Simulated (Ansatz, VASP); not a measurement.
S in VASP and in Ansatz

```
CELL_PARAMETERS angstrom
0.00000 2.76983 2.76983
2.76983 0.00000 2.76983
2.76983 2.76983 0.00000
ATOMIC_POSITIONS crystal
S 0.83000 0.89000 0.89000
S 0.17000 0.11000 0.11000
```

Change from the starting cell: shortest bond scaled by 0.88, LAPW.

Alike in both runs: task single point; functional PBE; k mesh 9 × 9 × 9; occupations fermi-dirac, width 0.05 eV; no spin polarisation.

|  | VASP | Ansatz |
| --- | --- | --- |
| version | VASP 6.6.1 | Ansatz 0.2.0 |
| potentials or method | VASP PAW PBE potentials, release 64 (S), cutoff 520 eV | all-electron LAPW, scalar-relativistic |

```csv
,VASP,Ansatz,Ansatz less VASP
pressure (GPa),7.3,7.5,+0.25
"traceless stress, the component that is largest in VASP (GPa)",5.26,4.98,-0.280
rms of the force components (eV/Å),1.750,1.698,-0.0516
```

Atom by atom the forces differ by 0.052 eV/Å (rms over components). Ansatz ran all-electron here, and VASP with PAW potentials.
